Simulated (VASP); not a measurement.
# Ga (Cmcm) in VASP: single point with r2SCAN

Aim: the single point of Ga with r2SCAN.

All numbers are computed with VASP 6.6.1; they aren't measurements. Logs are shortened: lines on timing, memory, paths and dates and some standing lists are left out, and cuts for length are marked.

## 1. The cell of the first run

The structure is orthorhombic, space group Cmcm (No. 63). The conventional cell has a = 2.710 Å, b = 7.844 Å, c = 3.312 Å, α = 90.00°, β = 90.00°, γ = 90.00°. Ga (site symmetry m2m) has 10 Ga at 2.67 to 3.31 Å within 3.5 Å.

## 2. Single point, r2SCAN (17.60 Å³/atom)

File POSCAR:

```
Ga
1.0
    1.3551079107     -3.9218977863      0.0000000000
    1.3551079107      3.9218977863      0.0000000000
    0.0000000000      0.0000000000      3.3120425158
Ga
2
Direct
    0.8662187171      0.1337812829      0.2500000000
    0.1337812829      0.8662187171      0.7500000000
```

File INCAR.step1:

```
PREC = Accurate
ENCUT = 520
ISMEAR = 0
SIGMA = 0.1
LREAL = F
LASPH = T
NELM = 80
NBANDS = 20
GGA = PE
ALGO = Normal
EDIFF = 1E-4
LWAVE = T
LCHARG = F
```

File INCAR.step2:

```
PREC = Accurate
ENCUT = 520
EDIFF = 1E-6
ISMEAR = 0
SIGMA = 0.1
LREAL = F
LASPH = T
NELM = 80
ALGO = Normal
ISIF = 2
LWAVE = F
LCHARG = F
METAGGA = R2SCAN
LMIXTAU = T
NBANDS = 20
ISTART = 1
```

File KPOINTS:

```
Automatic mesh
0
Gamma
  16 16 14
```

Potentials or basis: VASP PAW PBE potentials, release 64 (Ga_d).

Started as:

```console
cat potpaw_PBE.64/Ga_d/POTCAR > POTCAR
cp INCAR.step1 INCAR
mpirun -np 1 vasp_std > vasp.out
cp INCAR.step2 INCAR
mpirun -np 1 vasp_std > vasp.out
```

OUTCAR:

```text
PREC = Accurate
   ENCUT = 520
   EDIFF = 1E-6
   ISMEAR = 0
   LREAL = F
   LASPH = T
   NELM = 80
   ISIF = 2
   METAGGA = R2SCAN
   ISTART = 1

 ion  position               nearest neighbor table
   1  0.866  0.134  0.250-   2 2.67   2 2.67   2 2.81   2 2.81   2 2.81   2 2.81
   2  0.134  0.866  0.750-   1 2.67   1 2.67   1 2.81   1 2.81   1 2.81   1 2.81

  LATTYP: Found a base centered orthorhombic cell.
 ALAT       =     2.7102158214
 B/A-ratio  =     2.8941590226
 C/A-ratio  =     1.2220585865

  Lattice vectors:

 A1 = (   1.3551079107,  -3.9218977863,   0.0000000000)
 A2 = (   1.3551079107,   3.9218977863,   0.0000000000)
 A3 = (   0.0000000000,   0.0000000000,   3.3120425158)

Analysis of symmetry for initial positions (statically):
=====================================================================
 Subroutine PRICEL returns:
 Original cell was already a primitive cell.

 Routine SETGRP: Setting up the symmetry group for a
 base centered orthorhombic supercell.

 Subroutine GETGRP returns: Found  8 space group operations
 (whereof  4 operations were pure point group operations)
 out of a pool of  8 trial point group operations.

The static configuration has the point symmetry C_2h.
 The point group associated with its full space group is D_2h.

Analysis of symmetry for dynamics (positions and initial velocities):
=====================================================================
 Subroutine PRICEL returns:
 Original cell was already a primitive cell.

 Routine SETGRP: Setting up the symmetry group for a
 base centered orthorhombic supercell.

 Subroutine GETGRP returns: Found  8 space group operations
 (whereof  4 operations were pure point group operations)
 out of a pool of  8 trial point group operations.

The dynamic configuration has the point symmetry C_2h.
 The point group associated with its full space group is D_2h.

 Subroutine INISYM returns: Found  8 space group operations
 (whereof  4 operations are pure point group operations),
 and found     1 'primitive' translations

----------------------------------------------------------------------------------------

                                     Primitive cell

  volume of cell :      35.2043

  direct lattice vectors                    reciprocal lattice vectors
     1.355107911 -3.921897786  0.000000000     0.368974305 -0.127489299  0.000000000
     1.355107911  3.921897786  0.000000000     0.368974305  0.127489299  0.000000000
     0.000000000  0.000000000  3.312042516     0.000000000  0.000000000  0.301928491

  length of vectors
     4.149409560  4.149409560  3.312042516     0.390378738  0.390378738  0.301928491

  position of ions in fractional coordinates (direct lattice)
     0.866218717  0.133781283  0.250000000
     0.133781283  0.866218717  0.750000000

  ion indices of the primitive-cell ions
   primitive index   ion index
                 1           1
                 2           2

----------------------------------------------------------------------------------------

 KPOINTS: Automatic mesh

Automatic generation of k-mesh.
 Grid dimensions read from file:
 generate k-points for:   16   16   14

 Generating k-lattice:

  Cartesian coordinates                     Fractional coordinates (reciprocal lattice)
     0.023060894 -0.007968081  0.000000000     0.062500000  0.000000000  0.000000000
     0.023060894  0.007968081  0.000000000     0.000000000  0.062500000  0.000000000
     0.000000000  0.000000000  0.021566321     0.000000000  0.000000000  0.071428571

  Length of vectors
     0.024398671  0.024398671  0.021566321

  Shift w.r.t. Gamma in fractional coordinates (k-lattice)
     0.000000000  0.000000000  0.000000000

 Subroutine IBZKPT returns following result:
 ===========================================

 Found    584 irreducible k-points:

 Following reciprocal coordinates:
            Coordinates               Weight
  0.000000  0.000000  0.000000      1.000000
  0.062500  0.000000  0.000000      4.000000
  0.125000  0.000000  0.000000      4.000000
  0.187500  0.000000  0.000000      4.000000
  0.250000  0.000000  0.000000      4.000000
  0.312500  0.000000  0.000000      4.000000
[... 16 lines left out ...]
 -0.125000  0.062500  0.000000      4.000000
 -0.062500  0.062500  0.000000      2.000000
 [... further k-points ...]
   k-points           NKPTS =    584   k-points in BZ     NKDIM =    584   number of bands    NBANDS=     20
   number of dos      NEDOS =    301   number of ions     NIONS =      2
   total plane-waves  NPLWV =  28672
   dimension x,y,z NGX =    32 NGY =   32 NGZ =   28
   dimension x,y,z NGXF=    64 NGYF=   64 NGZF=   56
   ions per type =               2
   NGX,Y,Z   is equivalent  to a cutoff of  12.82, 12.82, 14.05 a.u.
   NGXF,Y,Z  is equivalent  to a cutoff of  25.64, 25.64, 28.11 a.u.
 SYSTEM =  unknown system
   PREC   = accura    normal or accurate (medium, high low for compatibility)
   ISTART =      1    job   : 0-new  1-cont  2-samecut
   ICHARG =      0    charge: 1-file 2-atom 10-const
   ISPIN  =      1    spin polarized calculation?
   LNONCOLLINEAR =      F non collinear calculations
   LSORBIT =      F    spin-orbit coupling
   LASPH  =      T    aspherical Exc in radial PAW
   ENCUT  =  520.0 eV  38.22 Ry    6.18 a.u.   7.72  7.72  6.16*2*pi/ulx,y,z
   NELM   =     80;   NELMIN=  2; NELMDL=  0     # of ELM steps
   EDIFF  = 0.1E-05   stopping-criterion for ELM
   LREAL  =      F    real-space projection
   EDIFFG = 0.1E-04   stopping-criterion for IOM
   NSW    =      0    number of steps for IOM
   IBRION =     -1    ionic relax: 0-MD 1-quasi-New 2-CG
   NFREE  =      0    steps in history (QN), initial steepest desc. (CG)
   ISIF   =      2    stress and relaxation
   ISYM   =      2    0-nonsym 1-usesym 2-fastsym
   POTIM  = 0.5000    time-step for ionic-motion
   TEBEG  =    0.0;   TEEND  =   0.0 temperature during run
   PSTRESS=    0.0 pullay stress
   NELECT =      26.0000    total number of electrons
   NUPDOWN=      -1.0000    fix difference up-down
   EMIN   =  10.00;   EMAX   =-10.00  energy-range for DOS
   EFERMI =   0.00;   METHOD = LEGACY
   ISMEAR =     0;   SIGMA  =   0.10  broadening in eV -4-tet -1-fermi 0-gaus
   EFERMI_NEDOS =   21; number of points for ismear=-14 and -15
   IALGO  =     38    algorithm
   IMIX   =      4    mixing-type and parameters
     AMIX     =   0.40;   BMIX     =  1.00
     AMIX_MAG =   1.60;   BMIX_MAG =  1.00
  volume/ion in A,a.u.               =      17.60       118.79
  Fermi-wavevector in a.u.,A,eV,Ry     =   1.479792  2.796401 29.793814  2.189784
  Thomas-Fermi vector in A             =   2.593906
   LORBIT       =      0    0 simple, 1 ext, 2 COOP (PROOUT), +10 PAW based schemes
   METAGGA = R2SCAN    functional components
   LHFCALC =     F    Hartree Fock is set to
   AEXX    =    0.0000 exact exchange contribution
   IVDW    =     0    specifies the selected vdW correction
   LEPSILON=     F    determine dielectric tensor
   LRPA    =     F    only Hartree local field effects (RPA)
 non-spin polarized calculation
 Gauss-broadening in eV      SIGMA  =   0.10
  energy-cutoff  :      520.00
  volume of cell :       35.20
 maximum number of plane-waves:       972
   NGX = 15   NGY = 15   NGZ = 13

 number of electron      26.0000000 magnetization

 Free energy of the ion-electron system (eV)
  ---------------------------------------------------
  ext. energy  EPLUGINS =         0.00000000
  ---------------------------------------------------
  free energy    TOTEN  =       -22.72358954 eV

  energy without entropy =      -22.72038287  energy(sigma->0) =      -22.72198620

 E-fermi :   6.1410     XC(G=0): -12.4482

 val. band max:        6.1382455866   @ k =   0.2500   0.0625   0.1429
 cond. band min:       6.1426697200   @ k =  -0.1250   0.1250   0.0714
 fundamental gap:      0.0044241334
 Fermi energy:         6.1410044497

 k-point     1 :       0.0000    0.0000    0.0000
  band No.  band energies     occupation
      1      -9.7372      2.00000
      2      -9.7333      2.00000
      3      -9.6724      2.00000
      4      -9.6699      2.00000
      5      -9.3384      2.00000
      6      -9.3336      2.00000
[... 12 lines left out ...]
     19      17.7490      0.00000
     20      20.3180      0.00000

 k-point     2 :       0.0625    0.0000    0.0000
  band No.  band energies     occupation
      1      -9.7296      2.00000
      2      -9.7272      2.00000
      3      -9.6678      2.00000
      4      -9.6476      2.00000
      5      -9.3471      2.00000
      6      -9.3408      2.00000
[... 12 lines left out ...]
     19      17.9671      0.00000
     20      20.5791      0.00000

 k-point     3 :       0.1250    0.0000    0.0000
  band No.  band energies     occupation
      1      -9.7191      2.00000
      2      -9.7028      2.00000
      3      -9.6418      2.00000
      4      -9.5950      2.00000
      5      -9.3723      2.00000
      6      -9.3629      2.00000
[... 12 lines left out ...]
     19      18.0936      0.00000
     20      21.1504      0.00000

 k-point     4 :       0.1875    0.0000    0.0000
  band No.  band energies     occupation
      1      -9.7040      2.00000
      2      -9.6741      2.00000
      3      -9.5988      2.00000
      4      -9.5243      2.00000
      5      -9.4106      2.00000
      6      -9.3935      2.00000
[... 12 lines left out ...]
     19      18.2262      0.00000
     20      21.9740      0.00000

 k-point     5 :       0.2500    0.0000    0.0000
  band No.  band energies     occupation
      1      -9.6877      2.00000
      2      -9.6464      2.00000
      3      -9.5555      2.00000
      4      -9.4902      2.00000
      5      -9.4570      2.00000
      6      -9.3796      2.00000
[... 12 lines left out ...]
     19      18.4063      0.00000
     20      22.5326      0.00000
[... 353 lines left out ...]
      6      -9.4096      2.00000
[... 12 lines left out ...]
     19      17.5962      0.00000
     20      23.1761      0.00000

 k-point    22 :      -0.1875    0.0625    0.0000
  band No.  band energies     occupation
      1      -9.7050      2.00000
      2      -9.7018      2.00000
      3      -9.6542      2.00000
      4      -9.5698      2.00000
      5      -9.3827      2.00000
      6      -9.3821      2.00000
[... 12 lines left out ...]
     19      17.5897      0.00000
     20      22.2596      0.00000

 k-point    23 :      -0.1250    0.0625    0.0000
  band No.  band energies     occupation
      1      -9.7315      2.00000
      2      -9.7196      2.00000
      3      -9.6776      2.00000
      4      -9.6241      2.00000
      5      -9.3559      2.00000
      6      -9.3538      2.00000
[... 12 lines left out ...]
     19      17.7426      0.00000
     20      20.9658      0.00000

 k-point    24 :      -0.0625    0.0625    0.0000
  band No.  band energies     occupation
      1      -9.7402      2.00000
      2      -9.7283      2.00000
      3      -9.6845      2.00000
      4      -9.6500      2.00000
      5      -9.3421      2.00000
      6      -9.3418      2.00000
[... 12 lines left out ...]
     19      18.1158      0.00000
     20      19.7579      0.00000

 [... further k-points ...]

------------------------ aborting loop because EDIFF is reached ----------------------------------------

  FORCE on cell =-STRESS in cart. coord.  units (eV):
  Direction    XX          YY          ZZ          XY          YZ          ZX
  --------------------------------------------------------------------------------------
  -------------------------------------------------------------------------------------
  Total        0.4557608      0.4532499      0.4333679      0.0000000     -0.0000000      0.0000000
  in kB       20.7420407     20.6277669     19.7229243      0.0000000     -0.0000000      0.0000000
  external PRESSURE =      20.3642440 kB  Pullay stress =       0.0000000 kB

 VOLUME and BASIS-vectors are now :
 -----------------------------------------------------------------------------
  energy-cutoff  :      520.00
  volume of cell :       35.20
      direct lattice vectors                 reciprocal lattice vectors
     1.355107911 -3.921897786  0.000000000     0.368974305 -0.127489299  0.000000000
     1.355107911  3.921897786  0.000000000     0.368974305  0.127489299  0.000000000
     0.000000000  0.000000000  3.312042516     0.000000000  0.000000000  0.301928491

 POSITION                                       TOTAL-FORCE (eV/Angst)
 -----------------------------------------------------------------------------------
      1.35511     -2.87254      0.82801         0.000000     -0.008161     -0.000000
      1.35511      2.87254      2.48403         0.000000      0.008161      0.000000
 -----------------------------------------------------------------------------------
    total drift:                               -0.000000     -0.000000     -0.000000

  FREE ENERGIE OF THE ION-ELECTRON SYSTEM (eV)
  ---------------------------------------------------
  free  energy   TOTEN  =       -22.7235895379 eV

  energy  without entropy=      -22.7203828716  energy(sigma->0) =      -22.72198620
```

Run time: 16 min. Hardware: 1 thread of Intel Xeon Platinum 8259CL at 2.50GHz (Skylake/Cascade Lake), shared host; peak memory 0.43 GiB.

Results:

```yaml
Free_energy: -22.7236 eV
Pressure: 2.0 GPa
Largest_force: 0.008 eV/Å
Band_gap_on_the_k_mesh: zero (bands 13 and 14 overlap by 9.05 eV)
```

Forces in eV/Å, atoms in the order of the input:
```
Ga   0.000 -0.008  0.000
Ga   0.000  0.008  0.000
```

Stress tensor (GPa, compression positive):
```
2.07 0.00 0.00
0.00 2.06 0.00
0.00 0.00 1.97
```

Levels at points of the mesh, in eV from the Fermi level:
| k point | band 9 | band 10 | band 11 | band 12 | band 13 | band 14 | band 15 | band 16 | band 17 | band 18 |
| --- | --- | --- | --- | --- | --- | --- | --- | --- | --- | --- |
| (0.00, 0.00, 0.00) | -15.41 | -15.26 | -12.32 | -2.37 | -1.34 | 1.26 | 5.56 | 10.55 | 11.06 | 11.59 |
| (0.50, 0.00, 0.00) | -15.33 | -15.28 | -6.47 | -5.63 | -1.64 | 0.39 | 6.26 | 7.10 | 8.95 | 10.13 |
| (0.50, 0.50, 0.00) | -15.37 | -15.33 | -10.10 | -9.21 | 3.75 | 4.79 | 6.14 | 6.41 | 8.25 | 12.00 |
| (0.00, 0.00, 0.50) | -15.33 | -15.33 | -8.62 | -8.62 | 1.66 | 1.66 | 2.97 | 2.97 | 12.90 | 12.90 |
| (0.50, 0.00, 0.50) | -15.28 | -15.28 | -3.09 | -3.09 | -1.90 | -1.90 | 2.13 | 2.13 | 4.96 | 4.96 |
| (0.50, 0.50, 0.50) | -15.42 | -15.42 | -6.59 | -6.59 | -4.93 | -4.93 | 11.98 | 11.98 | 13.25 | 13.25 |

Caveat: the PAW data sets were made with another functional, which shifts forces and pressure a little.
